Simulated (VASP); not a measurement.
# BeTe (b) (F-43m) in VASP: further runs

Runs on BeTe (b). Level: PBE. Tasks: single point, relaxation of cell and atoms.

Everything below comes from runs of VASP 6.6.1. Logs are shortened: lines on timing, memory, paths and dates and some standing lists are left out, and cuts for length are marked.

### 1 The cell of the first run

The structure is cubic, space group F-43m (No. 216). Conventional cell: a = 5.664 Å, b = 5.664 Å, c = 5.664 Å, α = 90.00°, β = 90.00°, γ = 90.00°. Be (site symmetry -43m) has 4 Te at 2.45 Å within 3.2 Å. Te (site symmetry -43m) has 4 Be at 2.45 Å within 3.2 Å.

### 2 Single point, PBE

INCAR reads:

```
  ALGO = Normal
  EDIFF = 1E-6
  ENCUT = 600
  GGA = PE
  GGA_COMPAT = F
  ISIF = 2
  ISMEAR = 0
  LASPH = T
  LCHARG = T
  LELF = T
  LREAL = F
  LVHAR = T
  LWAVE = F
  NBANDS = 11
  NELM = 120
  PREC = Accurate
  SIGMA = 0.02
```

KPOINTS reads:

```
k-points
0
Gamma
  8 8 8
```

POSCAR reads:

```
BeTe
1.0
    0.0000000000      2.8321709585      2.8321709585
    2.8321709585      0.0000000000      2.8321709585
    2.8321709585      2.8321709585      0.0000000000
Be Te
1 1
Direct
    0.0000000000      0.0000000000      0.0000000000
    0.2500000000      0.2500000000      0.2500000000
```

Potentials or basis: VASP PAW PBE potentials, release 64 (Be, Te).

On the command line:

```
> cat potpaw_PBE.64/Be/POTCAR potpaw_PBE.64/Te/POTCAR > POTCAR
> mpirun -np 1 vasp_std > vasp.out
```

OUTCAR:

```text
EDIFF = 1E-6
   ENCUT = 600
   GGA = PE
   ISIF = 2
   ISMEAR = 0
   LASPH = T
   LREAL = F
   NELM = 120
   PREC = Accurate

 ion  position               nearest neighbor table
   1  0.000  0.000  0.000-   2 2.45   2 2.45   2 2.45   2 2.45
   2  0.250  0.250  0.250-   1 2.45   1 2.45   1 2.45   1 2.45

  LATTYP: Found a face centered cubic cell.
 ALAT       =     5.6643419170

  Lattice vectors:

 A1 = (   0.0000000000,   2.8321709585,   2.8321709585)
 A2 = (   2.8321709585,   0.0000000000,   2.8321709585)
 A3 = (   2.8321709585,   2.8321709585,   0.0000000000)

Analysis of symmetry for initial positions (statically):
=====================================================================
 Subroutine PRICEL returns:
 Original cell was already a primitive cell.

 Routine SETGRP: Setting up the symmetry group for a
 face centered cubic supercell.

 Subroutine GETGRP returns: Found 24 space group operations
 (whereof 24 operations were pure point group operations)
 out of a pool of 48 trial point group operations.

The static configuration has the point symmetry T_d .

Analysis of symmetry for dynamics (positions and initial velocities):
=====================================================================
 Subroutine PRICEL returns:
 Original cell was already a primitive cell.

 Routine SETGRP: Setting up the symmetry group for a
 face centered cubic supercell.

 Subroutine GETGRP returns: Found 24 space group operations
 (whereof 24 operations were pure point group operations)
 out of a pool of 48 trial point group operations.

The dynamic configuration has the point symmetry T_d .

 Subroutine INISYM returns: Found 24 space group operations
 (whereof 24 operations are pure point group operations),
 and found     1 'primitive' translations

----------------------------------------------------------------------------------------

                                     Primitive cell

  volume of cell :      45.4348

  direct lattice vectors                    reciprocal lattice vectors
     0.000000000  2.832170958  2.832170958    -0.176543015  0.176543015  0.176543015
     2.832170958  0.000000000  2.832170958     0.176543015 -0.176543015  0.176543015
     2.832170958  2.832170958  0.000000000     0.176543015  0.176543015 -0.176543015

  length of vectors
     4.005294580  4.005294580  4.005294580     0.305781472  0.305781472  0.305781472

  position of ions in fractional coordinates (direct lattice)
     0.000000000  0.000000000  0.000000000
     0.250000000  0.250000000  0.250000000

  ion indices of the primitive-cell ions
   primitive index   ion index
                 1           1
                 2           2

----------------------------------------------------------------------------------------

 KPOINTS: k-points

Automatic generation of k-mesh.
 Grid dimensions read from file:
 generate k-points for:    8    8    8

 Generating k-lattice:

  Cartesian coordinates                     Fractional coordinates (reciprocal lattice)
    -0.022067877  0.022067877  0.022067877     0.125000000  0.000000000  0.000000000
     0.022067877 -0.022067877  0.022067877     0.000000000  0.125000000  0.000000000
     0.022067877  0.022067877 -0.022067877     0.000000000  0.000000000  0.125000000

  Length of vectors
     0.038222684  0.038222684  0.038222684

  Shift w.r.t. Gamma in fractional coordinates (k-lattice)
     0.000000000  0.000000000  0.000000000

 Subroutine IBZKPT returns following result:
 ===========================================

 Found     29 irreducible k-points:

 Following reciprocal coordinates:
            Coordinates               Weight
  0.000000  0.000000  0.000000      1.000000
  0.125000  0.000000  0.000000      8.000000
  0.250000  0.000000  0.000000      8.000000
  0.375000  0.000000  0.000000      8.000000
  0.500000  0.000000  0.000000      4.000000
  0.125000  0.125000  0.000000      6.000000
[... 16 lines left out ...]
  0.500000  0.250000  0.125000     48.000000
 -0.375000  0.250000  0.125000     24.000000
 [... further k-points ...]
   k-points           NKPTS =     29   k-points in BZ     NKDIM =     29   number of bands    NBANDS=     11
   number of dos      NEDOS =    301   number of ions     NIONS =      2
   total plane-waves  NPLWV =  32768
   dimension x,y,z NGX =    32 NGY =   32 NGZ =   32
   dimension x,y,z NGXF=    64 NGYF=   64 NGZF=   64
   ions per type =               1   1
   NGX,Y,Z   is equivalent  to a cutoff of  13.28, 13.28, 13.28 a.u.
   NGXF,Y,Z  is equivalent  to a cutoff of  26.56, 26.56, 26.56 a.u.
 SYSTEM =  unknown system
   PREC   = accura    normal or accurate (medium, high low for compatibility)
   ISTART =      0    job   : 0-new  1-cont  2-samecut
   ICHARG =      2    charge: 1-file 2-atom 10-const
   ISPIN  =      1    spin polarized calculation?
   LNONCOLLINEAR =      F non collinear calculations
   LSORBIT =      F    spin-orbit coupling
   LASPH  =      T    aspherical Exc in radial PAW
   ENCUT  =  600.0 eV  44.10 Ry    6.64 a.u.   8.00  8.00  8.00*2*pi/ulx,y,z
   NELM   =    120;   NELMIN=  2; NELMDL= -5     # of ELM steps
   EDIFF  = 0.1E-05   stopping-criterion for ELM
   LREAL  =      F    real-space projection
   EDIFFG = 0.1E-04   stopping-criterion for IOM
   NSW    =      0    number of steps for IOM
   IBRION =     -1    ionic relax: 0-MD 1-quasi-New 2-CG
   NFREE  =      0    steps in history (QN), initial steepest desc. (CG)
   ISIF   =      2    stress and relaxation
   ISYM   =      2    0-nonsym 1-usesym 2-fastsym
   POTIM  = 0.5000    time-step for ionic-motion
   TEBEG  =    0.0;   TEEND  =   0.0 temperature during run
   PSTRESS=    0.0 pullay stress
   NELECT =       8.0000    total number of electrons
   NUPDOWN=      -1.0000    fix difference up-down
   EMIN   =  10.00;   EMAX   =-10.00  energy-range for DOS
   EFERMI =   0.00;   METHOD = LEGACY
   ISMEAR =     0;   SIGMA  =   0.02  broadening in eV -4-tet -1-fermi 0-gaus
   EFERMI_NEDOS =   21; number of points for ismear=-14 and -15
   IALGO  =     38    algorithm
   IMIX   =      4    mixing-type and parameters
     AMIX     =   0.40;   BMIX     =  1.00
     AMIX_MAG =   1.60;   BMIX_MAG =  1.00
  volume/ion in A,a.u.               =      22.72       153.30
  Fermi-wavevector in a.u.,A,eV,Ry     =   0.917576  1.733967 11.455366  0.841946
  Thomas-Fermi vector in A             =   2.042560
   LORBIT       =      0    0 simple, 1 ext, 2 COOP (PROOUT), +10 PAW based schemes
   GGA     = PE    functional components
   LHFCALC =     F    Hartree Fock is set to
   AEXX    =    0.0000 exact exchange contribution
   IVDW    =     0    specifies the selected vdW correction
   LEPSILON=     F    determine dielectric tensor
   LRPA    =     F    only Hartree local field effects (RPA)
 non-spin polarized calculation
 Gauss-broadening in eV      SIGMA  =   0.02
  energy-cutoff  :      600.00
  volume of cell :       45.43
 maximum number of plane-waves:      1540
   NGX = 15   NGY = 15   NGZ = 15

 number of electron       8.0000000 magnetization

 Free energy of the ion-electron system (eV)
  ---------------------------------------------------
  ext. energy  EPLUGINS =         0.00000000
  ---------------------------------------------------
  free energy    TOTEN  =        -7.62450693 eV

  energy without entropy =       -7.62450693  energy(sigma->0) =       -7.62450693

 E-fermi :   5.0283     XC(G=0):  -8.9879

 val. band max:        4.9054948765   @ k =   0.0000   0.0000   0.0000
 cond. band min:       6.9207374293   @ k =   0.5000   0.5000   0.0000
 fundamental gap:      2.0152425528
 Fermi energy:         5.0283302281

 k-point     1 :       0.0000    0.0000    0.0000
  band No.  band energies     occupation
      1      -7.2795      2.00000
      2       4.9055      2.00000
      3       4.9055      2.00000
      4       4.9055      2.00000
      5       8.5292      0.00000
      6       8.5292      0.00000
      7       8.5292      0.00000
      8       8.6021      0.00000
      9      13.1964      0.00000
     10      15.1142      0.00000
     11      15.1142      0.00000

 k-point     2 :       0.1250    0.0000    0.0000
  band No.  band energies     occupation
      1      -7.1355      2.00000
      2       3.6129      2.00000
      3       4.6776      2.00000
      4       4.6776      2.00000
      5       8.4132      0.00000
      6       8.8642      0.00000
      7       8.8642      0.00000
      8       9.9157      0.00000
      9      13.6222      0.00000
     10      14.2076      0.00000
     11      14.2076      0.00000

 k-point     3 :       0.2500    0.0000    0.0000
  band No.  band energies     occupation
      1      -6.7393      2.00000
      2       1.6449      2.00000
      3       4.2502      2.00000
      4       4.2502      2.00000
      5       8.1807      0.00000
      6       9.3872      0.00000
      7       9.3872      0.00000
      8      11.8474      0.00000
      9      13.9318      0.00000
     10      13.9318      0.00000
     11      13.9378      0.00000

 k-point     4 :       0.3750    0.0000    0.0000
  band No.  band energies     occupation
      1      -6.2376      2.00000
      2       0.0946      2.00000
      3       3.9201      2.00000
      4       3.9201      2.00000
      5       8.0001      0.00000
      6       9.5281      0.00000
      7       9.5281      0.00000
      8      12.7476      0.00000
      9      14.5879      0.00000
     10      14.9508      0.00000
     11      14.9508      0.00000

 k-point     5 :       0.5000    0.0000    0.0000
  band No.  band energies     occupation
      1      -5.9777      2.00000
      2      -0.5259      2.00000
      3       3.8015      2.00000
      4       3.8015      2.00000
      5       7.9358      0.00000
      6       9.5023      0.00000
      7       9.5023      0.00000
      8      12.7295      0.00000
      9      15.7690      0.00000
     10      16.3441      0.00000
     11      16.3441      0.00000
[... 211 lines left out ...]
 k-point    21 :       0.5000    0.5000    0.0000
  band No.  band energies     occupation
      1      -5.5023      2.00000
      2      -0.1185      2.00000
      3       2.3244      2.00000
      4       2.3244      2.00000
      5       6.9207      0.00000
      6       7.5948      0.00000
      7      14.5015      0.00000
      8      14.5015      0.00000
      9      16.3529      0.00000
     10      17.7305      0.00000
     11      18.2488      0.00000

 k-point    22 :       0.3750    0.2500    0.1250
  band No.  band energies     occupation
      1      -6.4122      2.00000
      2       1.3901      2.00000
      3       2.7119      2.00000
      4       3.7097      2.00000
      5       8.5063      0.00000
      6       9.6946      0.00000
      7      10.3070      0.00000
      8      11.1469      0.00000
      9      13.8988      0.00000
     10      15.4207      0.00000
     11      15.9563      0.00000

 k-point    23 :       0.5000    0.2500    0.1250
  band No.  band energies     occupation
      1      -5.9678      2.00000
      2       0.3642      2.00000
      3       2.1812      2.00000
      4       3.2665      2.00000
      5       8.9374      0.00000
      6       9.5742      0.00000
      7      10.7936      0.00000
      8      11.7789      0.00000
      9      14.7053      0.00000
     10      15.1626      0.00000
     11      17.0807      0.00000

 k-point    24 :      -0.3750    0.2500    0.1250
  band No.  band energies     occupation
      1      -5.7452      2.00000
      2      -0.1150      2.00000
      3       2.0710      2.00000
      4       3.0500      2.00000
      5       9.0879      0.00000
      6       9.2954      0.00000
      7      11.5184      0.00000
      8      12.6006      0.00000
      9      13.3798      0.00000
     10      16.4221      0.00000
     11      16.7603      0.00000

 [... further k-points ...]

------------------------ aborting loop because EDIFF is reached ----------------------------------------

  FORCE on cell =-STRESS in cart. coord.  units (eV):
  Direction    XX          YY          ZZ          XY          YZ          ZX
  --------------------------------------------------------------------------------------
  -------------------------------------------------------------------------------------
  Total        0.0341629      0.0341629      0.0341629     -0.0000000      0.0000000      0.0000000
  in kB        1.2046955      1.2046955      1.2046955     -0.0000000      0.0000000      0.0000000
  external PRESSURE =       1.2046955 kB  Pullay stress =       0.0000000 kB

 VOLUME and BASIS-vectors are now :
 -----------------------------------------------------------------------------
  energy-cutoff  :      600.00
  volume of cell :       45.43
      direct lattice vectors                 reciprocal lattice vectors
     0.000000000  2.832170958  2.832170958    -0.176543015  0.176543015  0.176543015
     2.832170958  0.000000000  2.832170958     0.176543015 -0.176543015  0.176543015
     2.832170958  2.832170958  0.000000000     0.176543015  0.176543015 -0.176543015

 POSITION                                       TOTAL-FORCE (eV/Angst)
 -----------------------------------------------------------------------------------
      0.00000      0.00000      0.00000         0.000000      0.000000      0.000000
      1.41609      1.41609      1.41609        -0.000000     -0.000000     -0.000000
 -----------------------------------------------------------------------------------
    total drift:                                0.000000      0.000000      0.000000

  FREE ENERGIE OF THE ION-ELECTRON SYSTEM (eV)
  ---------------------------------------------------
  free  energy   TOTEN  =        -7.6245069281 eV

  energy  without entropy=       -7.6245069281  energy(sigma->0) =       -7.62450693
```

Wall time 25 s (1 thread of Intel Xeon 8259CL, shared host); peak memory 0.18 GiB.

Results:

| Quantity | Value |
| --- | --- |
| Free energy | -7.6245 eV |
| Pressure | 0.1 GPa |
| Band gap on the k mesh | 2.02 eV, indirect (least direct gap 3.62 eV) |

Caveat: spin-orbit coupling is left out, which moves the levels of the heavy elements.

### 3 Single point, PBE

INCAR reads:

```
SYSTEM = BeTe
ALGO = Normal
EDIFF = 1E-6
ENCUT = 600
GGA = PE
GGA_COMPAT = .FALSE.
ISIF = 2
ISMEAR = 0
LASPH = .TRUE.
LCHARG = .TRUE.
LELF = .TRUE.
LREAL = .FALSE.
LVHAR = .TRUE.
LWAVE = .FALSE.
NBANDS = 11
NELM = 120
PREC = Accurate
SIGMA = 0.02
```

KPOINTS reads:

```
k-points
0
G
  8 8 8
  0 0 0
```

POSCAR is that of step 2.

Potentials or basis: VASP PAW PBE potentials, release 64 (Be, Te).

On the command line:

```
> cat potpaw_PBE.64/Be/POTCAR potpaw_PBE.64/Te/POTCAR > POTCAR
> mpirun -np 1 vasp_std > vasp.out
```

Run time: 29 s. Hardware: 1 thread of Intel Xeon 8259CL, shared host; peak memory 0.18 GiB.

Results (log left out):

- Free energy: -7.6245 eV
- Pressure: 0.1 GPa
- Band gap on the k mesh: 2.02 eV, indirect (least direct gap 3.62 eV)

Levels at points of the mesh, in eV from the valence-band top:
| k point | band 2 | band 3 | band 4 | band 5 | band 6 | band 7 |
| --- | --- | --- | --- | --- | --- | --- |
| (0.00, 0.00, 0.00) | 0.00 | 0.00 | 0.00 | 3.62 | 3.62 | 3.62 |
| (0.50, 0.00, 0.00) | -5.43 | -1.10 | -1.10 | 3.03 | 4.60 | 4.60 |
| (0.50, 0.50, 0.00) | -5.02 | -2.58 | -2.58 | 2.02 | 2.69 | 9.60 |

Caveat: spin-orbit coupling is left out, which moves the levels of the heavy elements. A k mesh can miss the band edges.

### 4 Relaxation of cell and atoms, PBE

INCAR reads:

```
PREC = Accurate
ENCUT = 600
EDIFF = 1E-7
ISMEAR = 0
SIGMA = 0.02
LREAL = False
LASPH = True
NELM = 120
ALGO = Normal
ISIF = 3
LWAVE = False
LCHARG = False
GGA = PE
IBRION = 2
NSW = 100
EDIFFG = -0.002
GGA_COMPAT = False
NELMIN = 4
```

KPOINTS reads:

```
regular mesh
0
Gamma
  8 8 8
```

POSCAR reads:

```
BeTe
1.0
    0.0000000000      2.8314587900      2.8314587900
    2.8314587900      0.0000000000      2.8314587900
    2.8314587900      2.8314587900      0.0000000000
Be Te
1 1
Direct
    0.0000000000      0.0000000000      0.0000000000
    0.2500000000      0.2500000000      0.2500000000
```

On the command line:

```
> cat potpaw_PBE.64/Be/POTCAR potpaw_PBE.64/Te/POTCAR > POTCAR
> mpirun -np 1 vasp_std > vasp.out
```

Run time: 48 s. Hardware: 1 thread of Intel Xeon 8259CL, shared host; peak memory 0.18 GiB.

The run converged. Its results:

| Quantity | Value |
| --- | --- |
| Free energy | -7.6245 eV |
| Relaxed volume | 22.76 Å³/atom |
| Relaxed cell | a = 4.008 Å, b = 4.008 Å, c = 4.008 Å, α = 60.00°, β = 60.00°, γ = 60.00° |
| Space group after relaxing (to 0.05 Å) | F-43m (No. 216) |
| Energy gained by relaxing | 0.0 meV/atom |
| Ionic steps | 3 |
| Pressure after relaxing | 0.0 GPa |
| Band gap on the k mesh | 2.02 eV, indirect (least direct gap 3.63 eV) |

Final structure:
```
Be Te
1.0
     0.00000    2.83414    2.83414
     2.83414    0.00000    2.83414
     2.83414    2.83414    0.00000
Be Te
1 1
Direct
  0.00000 0.00000 0.00000
  0.25000 0.25000 0.25000
```

Levels at points of the mesh, in eV from the valence-band top:
| k point | band 1 | band 2 | band 3 | band 4 | band 5 | band 6 | band 7 | band 8 |
| --- | --- | --- | --- | --- | --- | --- | --- | --- |
| (0.00, 0.00, 0.00) | -12.17 | 0.00 | 0.00 | 0.00 | 3.63 | 3.63 | 3.63 | 3.68 |
| (0.50, 0.00, 0.00) | -10.87 | -5.42 | -1.10 | -1.10 | 3.02 | 4.60 | 4.60 | 7.82 |
| (0.50, 0.50, 0.00) | -10.40 | -5.01 | -2.57 | -2.57 | 2.02 | 2.69 | 9.58 | 9.58 |

Caveat: spin-orbit coupling is left out, which moves the levels of the heavy elements. Expect the measured gap to be larger: semilocal functionals such as PBE lack the derivative discontinuity.
